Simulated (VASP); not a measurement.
# TiO2: single point with r2SCAN

Crystal: TiO2.

```
CELL_PARAMETERS angstrom
4.50501 0.00000 0.00000
0.00000 4.50501 0.00000
0.00000 0.00000 2.98899
ATOMIC_POSITIONS crystal
Ti 0.00000 0.00000 0.00000
Ti 0.50000 0.50000 0.50000
O 0.30463 0.30463 0.00000
O 0.19537 0.80463 0.50000
O 0.69537 0.69537 0.00000
O 0.80463 0.19537 0.50000
```

This cell differs from its parent crystal: in-plane strain -0.02.

| Item | Value |
| --- | --- |
| Program | VASP 6.6.1 |
| Task | single point |
| Functional | r2SCAN |
| Potentials or basis | VASP PAW PBE potentials, release 64 (Ti_sv, O) |
| Cutoff | 520 eV |
| k mesh | 4 × 4 × 6 |
| Occupations | gaussian, width 0.01 eV |
| Spin | no spin polarisation |

```
Pressure               : 7.6 GPa
Largest force          : 0.113 eV/Å
Band gap on the k mesh : 2.27 eV, direct
```

Forces in eV/Å, atoms in the order of the input:
```
Ti   0.000  0.000  0.000
Ti   0.000  0.000  0.000
O   -0.080 -0.080  0.000
O    0.080 -0.080  0.000
O    0.080  0.080  0.000
O   -0.080  0.080  0.000
```

Stress tensor (GPa, compression positive):
```
9.89 0.00 0.00
0.00 9.89 0.00
0.00 0.00 3.07
```

Levels at points of the mesh, in eV from the valence-band top:
| k point | band 20 | band 21 | band 22 | band 23 | band 24 | band 25 | band 26 | band 27 | band 28 | band 29 |
| --- | --- | --- | --- | --- | --- | --- | --- | --- | --- | --- |
| (0.00, 0.00, 0.00) | -2.34 | -0.87 | -0.49 | -0.49 | 0.00 | 2.27 | 2.66 | 2.74 | 2.85 | 2.85 |
| (0.50, 0.00, 0.00) | -3.22 | -1.93 | -1.93 | -0.82 | -0.82 | 3.00 | 3.00 | 3.46 | 3.46 | 3.96 |
| (0.50, 0.50, 0.00) | -2.26 | -1.56 | -1.56 | -1.11 | -1.11 | 2.34 | 2.34 | 2.87 | 2.87 | 4.23 |
| (0.00, 0.00, 0.50) | -2.78 | -2.65 | -2.65 | -1.50 | -1.50 | 3.43 | 3.43 | 3.45 | 3.45 | 4.17 |
| (0.50, 0.00, 0.50) | -2.57 | -2.14 | -2.14 | -1.16 | -1.16 | 2.32 | 2.32 | 3.47 | 3.47 | 4.41 |
| (0.50, 0.50, 0.50) | -2.74 | -1.42 | -1.42 | -0.71 | -0.71 | 3.02 | 3.02 | 3.49 | 3.49 | 3.69 |

Run time: 78 s on 1 thread of Intel(R) Xeon(R) 6975P-C (Granite Rapids) (shared host), peak memory 0.19 GiB.

Caveat: the cell differs from its parent crystal (in-plane strain -0.02); the PAW data sets were made with another functional, which shifts forces and pressure a little. A k mesh can miss the band edges.
